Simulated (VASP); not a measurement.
Here is a VASP 6.6.1 calculation.

File POSCAR:

```
InAs
1.0
    0.0000000000      2.8773040000      2.8773040000
    2.8773040000      0.0000000000      2.8773040000
    2.8773040000      2.8773040000      0.0000000000
In As
1 1
Direct
    0.5000000000      0.5000000000      0.5000000000
    0.0000000000      0.0000000000      0.0000000000
```

INCAR.step1

```
SYSTEM = InAs
PREC     = Accurate       ! precision mode
ENCUT    = 520            ! plane-wave cutoff, eV
ISMEAR   = -1             ! smearing method
SIGMA    = 0.05           ! smearing width, eV
LREAL    = .FALSE.        ! projectors in reciprocal space
LASPH    = .TRUE.         ! aspherical terms in the spheres
NELM     = 80             ! most SCF steps
NBANDS   = 16             ! bands
GGA      = PE             ! functional
ALGO     = Normal         ! electronic algorithm
EDIFF    = 1E-4           ! SCF threshold, eV
LWAVE    = .TRUE.         ! write WAVECAR
LCHARG   = .FALSE.        ! write CHGCAR
```

File INCAR.step2:

```
SYSTEM = InAs
PREC     = Accurate       ! precision mode
ENCUT    = 520            ! plane-wave cutoff, eV
EDIFF    = 1E-6           ! SCF threshold, eV
ISMEAR   = -1             ! smearing method
SIGMA    = 0.05           ! smearing width, eV
LREAL    = .FALSE.        ! projectors in reciprocal space
LASPH    = .TRUE.         ! aspherical terms in the spheres
NELM     = 80             ! most SCF steps
ALGO     = Normal         ! electronic algorithm
ISIF     = 2              ! what is computed and relaxed
LWAVE    = .FALSE.        ! write WAVECAR
LCHARG   = .FALSE.        ! write CHGCAR
METAGGA  = R2SCAN         ! meta-GGA
LMIXTAU  = .TRUE.       
NBANDS   = 16             ! bands
ISTART   = 1
```

Contents of KPOINTS:

```
Automatic mesh
0
G
  7 7 7
  0 0 0
```

Potentials or basis: VASP PAW PBE potentials, release 64 (In_d, As).

Command:

```sh
$ cat potpaw_PBE.64/In_d/POTCAR potpaw_PBE.64/As/POTCAR > POTCAR
$ cp INCAR.step1 INCAR
$ mpirun -np 1 vasp_std > vasp.out
$ cp INCAR.step2 INCAR
$ mpirun -np 1 vasp_std > vasp.out
```

(1) Predict the band gap on the k mesh.

(2) Predict the pressure.

Results:

(1) zero (bands 9 and 10 overlap by 2.51 eV).

(2) -2.3 GPa.

Caveat: the PAW data sets were made with another functional, which shifts forces and pressure a little; spin-orbit coupling is left out, which moves the levels of the heavy elements.
